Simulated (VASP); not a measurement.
A run of VASP 6.6.1 is set up as follows.

File INCAR:

```
PREC = Accurate ; ENCUT = 600
EDIFF = 1E-6 ; ISMEAR = -1
SIGMA = 0.05 ; LREAL = F
LASPH = T ; NELM = 120
ALGO = Normal ; ISIF = 2
LWAVE = F ; LCHARG = F
GGA = PS ; NBANDS = 16
GGA_COMPAT = F
```

Contents of KPOINTS:

```
regular mesh
0
Gamma
  8 8 8
```

The input POSCAR:

```
Mg2Sn
1.0
    0.0000000000      3.3732939213      3.3732939213
    3.3732939213      0.0000000000      3.3732939213
    3.3732939213      3.3732939213      0.0000000000
Mg Sn
2 1
Direct
    0.2500000000      0.2500000000      0.2500000000
    0.7500000000      0.7500000000      0.7500000000
    0.0000000000      0.0000000000      0.0000000000
```

Potentials or basis: VASP PAW PBE potentials, release 64 (Mg, Sn_d).

Run with:

```console
$ cat potpaw_PBE.64/Mg/POTCAR potpaw_PBE.64/Sn_d/POTCAR > POTCAR
$ mpirun -np 1 vasp_std > vasp.out
```

Problem. Estimate the band gap on the k mesh.

Solution. Zero (bands 9 and 10 overlap by 0.12 eV).

Problem. Estimate the pressure.

Solution. -0.1 GPa.

Caveat: the PAW data sets were made with another functional, which shifts forces and pressure a little; spin-orbit coupling is left out, which moves the levels of the heavy elements.
